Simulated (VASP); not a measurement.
Runs of VASP 6.6.1 on Al. The structure is that of space group C2/m (No. 12), or close to it. The cells are those of the table. 

```csv
cell,gap on the mesh (eV),pressure (GPa),largest force (eV/Å)
"a = 2.802, b = 2.802, c = 9.173 Å, angles 87.7, 87.7, 109.5°, 4 atoms",none,1.5,0.96
"a = 2.802, b = 2.802, c = 9.303 Å, angles 81.9, 86.5, 109.5°, 4 atoms",none,(b),2.17
"a = 2.802, b = 2.802, c = 9.155 Å, angles 88.8, 88.8, 109.5°, 4 atoms",none,0.4,0.36
"a = 2.802, b = 2.802, c = 9.201 Å, angles 86.5, 86.5, 109.5°, 4 atoms",none,(a),1.74
"a = 2.802, b = 2.802, c = 9.241 Å, angles 85.4, 85.4, 109.5°, 4 atoms",none,4.1,2.41
```

Alike in all rows: task single point; level PBE; potentials or basis VASP PAW PBE potentials, release 64 (Al); no spin polarisation; k mesh 16 × 16 × 5; cutoff (eV) 520; smearing gaussian 0.15 eV.

Fill in the values left out.

(a) 2.9; (b) 3.6.

Caveats: forces of over 1 eV/Å act on the atoms, so gaps and moduli don't describe the material at rest (at least some runs); the cell stands under pressure (at least some runs).

A gap of «none» marks levels without a gap at the run's occupations.
